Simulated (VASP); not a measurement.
Al24SbN23 (a cell with a defect), 48 atoms in the cell. The cell holds a defect, 48 atoms: a = 9.339 Å, b = 6.226 Å, c = 9.962 Å, α = 90.00°, β = 90.00°, γ = 120.00°. 

- Program: VASP 6.6.1
- Task: single point
- Functional: PBE
- Potentials or basis: VASP PAW PBE potentials, release 64 (Al, Sb, N)
- Cutoff: 520 eV
- k mesh: 3 × 4 × 2
- Occupations: fermi-dirac, width 0.01 eV
- Spin: no spin polarisation
- Dipole correction: no
- Further INCAR settings: LREAL = Auto; ALGO = Normal; EDIFF = 1e-06; NBANDS = 126

Potentials or basis: VASP PAW PBE potentials, release 64 (Al, Sb, N).

Launch:

```sh
$ cat potpaw_PBE.64/Al/POTCAR potpaw_PBE.64/Sb/POTCAR potpaw_PBE.64/N/POTCAR > POTCAR
$ mpirun -np 1 vasp_std > vasp.out
```

Hardware: 1 thread of Oxide Virtual Turin-like Processor, on a shared host.

Q: How long does it take, and how much memory?

A: It took 39 min on 1 thread of Oxide Virtual Turin-like Processor, with other jobs on the host, peak memory 0.88 GiB. Counts: scf iterations 16, k points 14.
